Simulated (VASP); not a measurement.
BP: single point with r2SCAN

BP:

```
B P
1.0
     0.00000    2.40514    2.26900
     2.26900    0.00000    2.26900
     2.26900    2.40514    0.00000
B P
1 1
Direct
  0.00000 0.00000 0.00000
  0.75000 0.75000 0.75000
```

This cell differs from its parent crystal: strain +0.0600 x Voigt [0, 1, 0, 0, 0, 0].

```
Program             : VASP 6.6.1
Task                : single point
Functional          : r2SCAN
Potentials or basis : VASP PAW PBE potentials, release 64 (B, P)
Cutoff              : 520 eV
k mesh              : 8 × 8 × 8
Occupations         : gaussian, width 0.05 eV
Spin                : no spin polarisation
```

```
Pressure               : -9.4 GPa
Band gap on the k mesh : 1.09 eV, indirect (least direct gap 3.25 eV)
```

Stress tensor (GPa, compression positive):
```
 -3.70   0.00   0.00
  0.00 -20.81   0.00
  0.00   0.00  -3.70
```

Levels at points of the mesh, in eV from the valence-band top:
```
           k point  band 2  band 3  band 4  band 5  band 6  band 7
(0.00, 0.00, 0.00)   -0.63    0.00    0.00    3.25    3.25    3.60
(0.50, 0.00, 0.00)   -9.29   -2.39   -1.61    3.21    4.89    5.06
(0.50, 0.50, 0.00)   -8.86   -4.58   -4.46    1.23    1.49   11.58
(0.50, 0.00, 0.50)   -9.36   -3.92   -3.92    1.89    2.31   12.26
```

It took 120 s on 1 thread of Intel Xeon 8259CL (shared host), peak memory 0.16 GiB.

Caveat: the cell differs from its parent crystal (strain +0.0600 x Voigt [0, 1, 0, 0, 0, 0]); the PAW data sets were made with another functional, which shifts forces and pressure a little. A k mesh can miss the band edges.
